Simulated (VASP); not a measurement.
# Cs (Pm-3m) in VASP: further runs, part 2 of 2

VASP 6.6.1. Earlier steps stand in the parts before.

## Step 4: Relaxation of cell and atoms, PBE, target pressure 20 GPa, at which the enthalpy is minimised

Contents of INCAR:

```
PREC = Accurate
ENCUT = 600
EDIFF = 1E-6
ISMEAR = -1
SIGMA = 0.1
LREAL = False
LASPH = True
NELM = 80
ALGO = Normal
ISIF = 3
LWAVE = False
LCHARG = False
GGA = PE
IBRION = 2
NSW = 80
EDIFFG = -0.01
PSTRESS = 200.0
```

Contents of KPOINTS:

```
regular mesh
0
Gamma
  8 8 8
```

Contents of POSCAR:

```
Cs
1.0
    4.9700000000      0.0000000000      0.0000000000
    0.0000000000      4.9700000000      0.0000000000
    0.0000000000      0.0000000000      4.9700000000
Cs
1
Direct
    0.0000000000      0.0000000000      0.0000000000
```

Potentials or basis: VASP PAW PBE potentials, release 64 (Cs_sv).

Run with:

```bash
> cat potpaw_PBE.64/Cs_sv/POTCAR > POTCAR
> mpirun -np 1 vasp_std > vasp.out
```

OUTCAR:

```text
PREC = Accurate
   ENCUT = 600
   EDIFF = 1E-6
   ISMEAR = -1
   LREAL = False
   LASPH = True
   NELM = 80
   ISIF = 3
   GGA = PE
   IBRION = 2
   NSW = 80
   EDIFFG = -0.01
   PSTRESS = 200.0

 ion  position               nearest neighbor table
   1  0.000  0.000  0.000-

  LATTYP: Found a simple cubic cell.
 ALAT       =     4.9700000000

  Lattice vectors:

 A1 = (   4.9700000000,   0.0000000000,   0.0000000000)
 A2 = (   0.0000000000,   4.9700000000,   0.0000000000)
 A3 = (   0.0000000000,   0.0000000000,   4.9700000000)

Analysis of symmetry for initial positions (statically):
=====================================================================
 Subroutine PRICEL returns:
 Original cell was already a primitive cell.

 Routine SETGRP: Setting up the symmetry group for a
 simple cubic supercell.

 Subroutine GETGRP returns: Found 48 space group operations
 (whereof 48 operations were pure point group operations)
 out of a pool of 48 trial point group operations.

The static configuration has the point symmetry O_h .

Analysis of symmetry for dynamics (positions and initial velocities):
=====================================================================
 Subroutine PRICEL returns:
 Original cell was already a primitive cell.

 Routine SETGRP: Setting up the symmetry group for a
 simple cubic supercell.

 Subroutine GETGRP returns: Found 48 space group operations
 (whereof 48 operations were pure point group operations)
 out of a pool of 48 trial point group operations.

The dynamic configuration has the point symmetry O_h .

 Subroutine INISYM returns: Found 48 space group operations
 (whereof 48 operations are pure point group operations),
 and found     1 'primitive' translations

----------------------------------------------------------------------------------------

                                     Primitive cell

  volume of cell :     122.7635

  direct lattice vectors                    reciprocal lattice vectors
     4.970000000  0.000000000  0.000000000     0.201207243  0.000000000  0.000000000
     0.000000000  4.970000000  0.000000000     0.000000000  0.201207243  0.000000000
     0.000000000  0.000000000  4.970000000     0.000000000  0.000000000  0.201207243

  length of vectors
     4.970000000  4.970000000  4.970000000     0.201207243  0.201207243  0.201207243

  position of ions in fractional coordinates (direct lattice)
     0.000000000  0.000000000  0.000000000

  ion indices of the primitive-cell ions
   primitive index   ion index
                 1           1

----------------------------------------------------------------------------------------

 KPOINTS: regular mesh

Automatic generation of k-mesh.
 Grid dimensions read from file:
 generate k-points for:    8    8    8

 Generating k-lattice:

  Cartesian coordinates                     Fractional coordinates (reciprocal lattice)
     0.025150905  0.000000000  0.000000000     0.125000000  0.000000000  0.000000000
     0.000000000  0.025150905  0.000000000     0.000000000  0.125000000  0.000000000
     0.000000000  0.000000000  0.025150905     0.000000000  0.000000000  0.125000000

  Length of vectors
     0.025150905  0.025150905  0.025150905

  Shift w.r.t. Gamma in fractional coordinates (k-lattice)
     0.000000000  0.000000000  0.000000000

 Subroutine IBZKPT returns following result:
 ===========================================

 Found     35 irreducible k-points:

 Following reciprocal coordinates:
            Coordinates               Weight
  0.000000  0.000000  0.000000      1.000000
  0.125000  0.000000  0.000000      6.000000
  0.250000  0.000000  0.000000      6.000000
  0.375000  0.000000  0.000000      6.000000
  0.500000  0.000000  0.000000      3.000000
  0.125000  0.125000  0.000000     12.000000
[... 16 lines left out ...]
  0.375000  0.375000  0.125000     24.000000
  0.500000  0.375000  0.125000     24.000000
 [... further k-points ...]
   k-points           NKPTS =     35   k-points in BZ     NKDIM =     35   number of bands    NBANDS=      8
   number of dos      NEDOS =    301   number of ions     NIONS =      1
   total plane-waves  NPLWV =  64000
   dimension x,y,z NGX =    40 NGY =   40 NGZ =   40
   dimension x,y,z NGXF=    80 NGYF=   80 NGZF=   80
   ions per type =               1
   NGX,Y,Z   is equivalent  to a cutoff of  13.38, 13.38, 13.38 a.u.
   NGXF,Y,Z  is equivalent  to a cutoff of  26.76, 26.76, 26.76 a.u.
 SYSTEM =  unknown system
   PREC   = accura    normal or accurate (medium, high low for compatibility)
   ISTART =      0    job   : 0-new  1-cont  2-samecut
   ICHARG =      2    charge: 1-file 2-atom 10-const
   ISPIN  =      1    spin polarized calculation?
   LNONCOLLINEAR =      F non collinear calculations
   LSORBIT =      F    spin-orbit coupling
   LASPH  =      T    aspherical Exc in radial PAW
   ENCUT  =  600.0 eV  44.10 Ry    6.64 a.u.   9.93  9.93  9.93*2*pi/ulx,y,z
   NELM   =     80;   NELMIN=  2; NELMDL= -5     # of ELM steps
   EDIFF  = 0.1E-05   stopping-criterion for ELM
   LREAL  =      F    real-space projection
   EDIFFG = -.1E-01   stopping-criterion for IOM
   NSW    =     80    number of steps for IOM
   IBRION =      2    ionic relax: 0-MD 1-quasi-New 2-CG
   NFREE  =      1    steps in history (QN), initial steepest desc. (CG)
   ISIF   =      3    stress and relaxation
   ISYM   =      2    0-nonsym 1-usesym 2-fastsym
   POTIM  = 0.5000    time-step for ionic-motion
   TEBEG  =    0.0;   TEEND  =   0.0 temperature during run
   PSTRESS=  200.0 pullay stress
   NELECT =       9.0000    total number of electrons
   NUPDOWN=      -1.0000    fix difference up-down
   EMIN   =  10.00;   EMAX   =-10.00  energy-range for DOS
   EFERMI =   0.00;   METHOD = LEGACY
   ISMEAR =    -1;   SIGMA  =   0.10  broadening in eV -4-tet -1-fermi 0-gaus
   EFERMI_NEDOS =   21; number of points for ismear=-14 and -15
   IALGO  =     38    algorithm
   IMIX   =      4    mixing-type and parameters
     AMIX     =   0.40;   BMIX     =  1.00
     AMIX_MAG =   1.60;   BMIX_MAG =  1.00
  volume/ion in A,a.u.               =     122.76       828.45
  Fermi-wavevector in a.u.,A,eV,Ry     =   0.685171  1.294786  6.387391  0.469460
  Thomas-Fermi vector in A             =   1.765036
   LORBIT       =      0    0 simple, 1 ext, 2 COOP (PROOUT), +10 PAW based schemes
   GGA     = PE    functional components
   LHFCALC =     F    Hartree Fock is set to
   AEXX    =    0.0000 exact exchange contribution
   IVDW    =     0    specifies the selected vdW correction
   LEPSILON=     F    determine dielectric tensor
   LRPA    =     F    only Hartree local field effects (RPA)
 conjugate gradient relaxation of ions
 non-spin polarized calculation
  energy-cutoff  :      600.00
  volume of cell :      122.76
 maximum number of plane-waves:      4130
 NGX is ok and might be reduce to    40
   NGX = 19   NGY = 19   NGZ = 19

--------------------------------------- Ionic step        1  -------------------------------------------

 number of electron       8.9999999 magnetization

 Free energy of the ion-electron system (eV)
  ---------------------------------------------------
  ext. energy  EPLUGINS =         0.00000000
  ---------------------------------------------------
  free energy    TOTEN  =        -0.77669041 eV

  energy without entropy =       -0.73837392  energy(sigma->0) =       -0.75753217

------------------------ aborting loop because EDIFF is reached ----------------------------------------

  FORCE on cell =-STRESS in cart. coord.  units (eV):
  Direction    XX          YY          ZZ          XY          YZ          ZX
  --------------------------------------------------------------------------------------
  -------------------------------------------------------------------------------------
  Total        0.0495028      0.0495028      0.0495028      0.0000000      0.0000000      0.0000000
  in kB        0.6460575      0.6460575      0.6460575      0.0000000      0.0000000      0.0000000
  external PRESSURE =    -199.3539425 kB  Pullay stress =     200.0000000 kB
[... 1177 lines left out ...]
 k-point    24 :       0.5000    0.3750    0.1250
  band No.  band energies     occupation
      1     -18.6161      2.00000
      2      -7.2713      2.00000
      3      -6.7920      2.00000
      4      -4.3118      2.00000
      5       3.6672      2.00000
      6       8.4152      0.00000
      7       8.4251      0.00000
      8       9.4082      0.00000

 [... further k-points ...]

[... ionic steps 4 to 9 ...]

--------------------------------------- Ionic step       10  -------------------------------------------

 number of electron       9.0000000 magnetization

------------------------ aborting loop because EDIFF is reached ----------------------------------------
[... 69 lines left out ...]
--------------------------------------- Ionic step       12  -------------------------------------------

 number of electron       9.0000000 magnetization

 Free energy of the ion-electron system (eV)
  ---------------------------------------------------
  ext. energy  EPLUGINS =         0.00000000
  ---------------------------------------------------
  free energy    TOTEN  =         0.86034285 eV

  energy without entropy =        0.89002815  energy(sigma->0) =        0.87518550

 E-fermi :   6.3083     XC(G=0): -10.1426

 val. band max:        6.2612855404   @ k =   0.5000   0.5000   0.3750
 cond. band min:       6.3630879243   @ k =   0.3750   0.2500   0.0000
 fundamental gap:      0.1018023839
 Fermi energy:         6.3082748414
[... 296 lines left out ...]
  energy  without entropy=        0.8900281533  energy(sigma->0) =        0.87518550

  enthalpy is  TOTEN    =         4.7055832190 eV   P V=        3.8452403685

 reached required accuracy - stopping structural energy minimisation
```

It took 4.5 min on 1 thread of Intel Xeon 6975P-C, shared host; peak memory 0.58 GiB.

Results:

```
Free energy                                            : 0.8603 eV
Relaxed volume                                         : 30.80 Å³/atom
Relaxed cell                                           : a = 3.135 Å, b = 3.135 Å, c = 3.135 Å, α = 90.00°, β = 90.00°, γ = 90.00°
Space group after relaxing (to 0.05 Å)                 : Pm-3m (No. 221)
Energy change on relaxing (the enthalpy is what falls) : +1637.0 meV/atom
Ionic steps                                            : 12
Pressure after relaxing                                : 20.0 GPa
```

The path:
```tsv
step	energy change (eV)	largest force (eV/Å)	pressure (GPa)	volume (Å³)
1	0.0000	0.0000	0.06	122.76
2	549.2110	0.0000	69123.54	2.24
3	0.0025	0.0000	0.12	118.58
4	0.0063	0.0000	0.19	114.70
5	0.9190	0.0000	7.32	40.35
6	15.6419	0.0000	460.47	13.29
7	1.0714	0.0000	9.47	37.42
8	1.8715	0.0000	25.36	29.14
9	1.5717	0.0000	18.58	31.35
10	1.7054	0.0000	21.51	30.28
11	1.5633	0.0000	18.40	31.42
12	1.6370	0.0000	19.99	30.80
```

Final structure:
```
Cs
1.0
     3.13474    0.00000    0.00000
     0.00000    3.13474    0.00000
     0.00000    0.00000    3.13474
Cs
1
Direct
  0.00000 0.00000 0.00000
```

Caveat: the cell is relaxed towards a set pressure, so the enthalpy falls and the energy may rise; the volume moved by over 15 % at a fixed basis, so the end points are rough; spin-orbit coupling is left out, which moves the levels of the heavy elements.

## Step 5: Summary

| cell | gap on the mesh (eV) | pressure (GPa) |
| --- | --- | --- |
| relaxed | none | 0.0 |
| relaxed to 10 GPa | none | 10.0 |
| relaxed to 20 GPa | none | 20.0 |

Alike in all rows: task relaxation of cell and atoms; level PBE; potentials or basis VASP PAW PBE potentials, release 64 (Cs_sv); no spin polarisation; k mesh 8 × 8 × 8; cutoff (eV) 600; smearing fermi-dirac 0.1 eV.

Caveats: spin-orbit coupling is left out, which moves the levels of the heavy elements; the cell is relaxed towards a set pressure, so the enthalpy falls and the energy may rise (some runs); the volume moved by over 15 % at a fixed basis, so the end points are rough (some runs).

Absolute energies hang on the potentials; compare differences alone.
